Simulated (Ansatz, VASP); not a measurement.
**Sb: VASP beside Ansatz**

The input INCAR:

```
PREC = Accurate
ENCUT = 520
EDIFF = 1E-6
ISMEAR = 0
SIGMA = 0.1
LREAL = False
LASPH = True
NELM = 100
ALGO = Normal
ISIF = 2
LWAVE = False
LCHARG = False
GGA = PE
NBANDS = 18
```

The input KPOINTS:

```
regular mesh
0
Gamma
  10 10 8
```

File POSCAR:

```
Sb
1.0
    4.7536775070      0.0000000000      0.0000000000
    0.0000000000      4.6417571010      0.0000000000
   -1.3864261033      0.0000000000      6.6819926087
Sb
4
Direct
    0.6600700000      0.7500000000      0.3163300000
    0.0633620000      0.2500000000      0.2372420000
    0.9366380000      0.7500000000      0.7627580000
    0.3399300000      0.2500000000      0.6836700000
```

Input for Ansatz:

```yaml
crystal:
  lattice:
    - [4.753677507, 0.0, 0.0]
    - [0.0, 4.641757101, 0.0]
    - [-1.3864261033, 0.0, 6.6819926087]
  atoms:
    - { symbol: Sb, position: [0.66007, 0.75, 0.31633] }
    - { symbol: Sb, position: [0.063362, 0.25, 0.237242] }
    - { symbol: Sb, position: [0.936638, 0.75, 0.762758] }
    - { symbol: Sb, position: [0.33993, 0.25, 0.68367] }
basis:
  ecutwfc: 420
kpoints:
  mp_grid: { grid: [10, 10, 8] }
hamiltonian:
  xc: pbe
scf:
  occupations: { method: gaussian, width: 0.1 }
output:
  forces: true
  stress: true
  eigenvalues: true
  populations: true
```

Alike in both runs: task single point; functional PBE; k mesh 10 × 10 × 8; occupations gaussian, width 0.1 eV; no spin polarisation.

```csv
,VASP,Ansatz
version,VASP 6.6.1,Ansatz 0.2.0
potentials or method,"VASP PAW PBE potentials, release 64 (Sb), cutoff 520 eV","scalar-relativistic, plane waves, PAW"
valence electrons in the cell,20,60
```

|  | VASP | Ansatz | Ansatz less VASP |
| --- | --- | --- | --- |
| gap on the k mesh at the Fermi level (eV) | none | none | - |
| pressure (GPa) | -5.1 | -5.1 | +0.03 |
| traceless stress, the component that is largest in VASP (GPa) | -0.66 | -0.65 | +0.006 |
| rms of the force components (eV/Å) | 0.419 | 0.425 | +0.0058 |

Atom by atom the forces differ by 0.006 eV/Å (rms over components). A gap of «none» marks a metal or a gap that the smearing closes. VASP's potentials hold 20 valence electrons a cell and Ansatz's 60, so a difference there can come from the potentials and not from the codes.

Neither program's run includes spin-orbit coupling.
